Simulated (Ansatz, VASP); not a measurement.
## One calculation of Cs, two programs

Contents of INCAR:

```
SYSTEM = Cs
PREC = Accurate
ENCUT = 520
EDIFF = 1E-6
ISMEAR = -1
SIGMA = 0.08
LREAL = .FALSE.
LASPH = .TRUE.
NELM = 60
ALGO = Normal
ISIF = 2
LWAVE = .FALSE.
LCHARG = .FALSE.
NBANDS = 10
```

Contents of KPOINTS:

```
Automatic mesh
0
G
  8 8 8
  0 0 0
```

Contents of POSCAR:

```
Cs
1.0
    0.0000000000      4.0257737477      4.0257737477
    4.0257737477      0.0000000000      4.0257737477
    4.0257737477      4.0257737477      0.0000000000
Cs
1
Direct
    0.0000000000      0.0000000000      0.0000000000
```

Input for Ansatz:

```yaml
crystal:
  lattice:
    - [0.0, 4.0257737477, 4.0257737477]
    - [4.0257737477, 0.0, 4.0257737477]
    - [4.0257737477, 4.0257737477, 0.0]
  atoms:
    - { symbol: Cs, position: [0.0, 0.0, 0.0] }
kpoints:
  mp_grid: { grid: [8, 8, 8] }
scf:
  occupations: { method: fermi_dirac, width: 0.08 }
hamiltonian:
  xc: lda
  pseudopotentials: { kind: all_electron, lapw: { basis_error: 0.00025 } }
output:
  forces: true
  stress: true
  eigenvalues: true
```

Change from the starting cell: volume scaled by 1.06.

Alike in both runs: task single point; functional LDA; k mesh 8 × 8 × 8; occupations fermi-dirac, width 0.08 eV; no spin polarisation.

|  | VASP | Ansatz |
| --- | --- | --- |
| version | VASP 6.6.1 | Ansatz 0.2.0 |
| potentials or method | VASP PAW LDA potentials, release 64 (Cs_sv), cutoff 520 eV | all-electron LAPW, scalar-relativistic |

```tsv
	VASP	Ansatz	Ansatz less VASP
pressure (GPa)	-0.4	-0.4	+0.01
```

LDA's correlation is that of Perdew and Zunger in VASP and of Perdew and Wang (1992) in Ansatz. Ansatz ran all-electron here, and VASP with PAW potentials.

Neither program's run includes spin-orbit coupling.
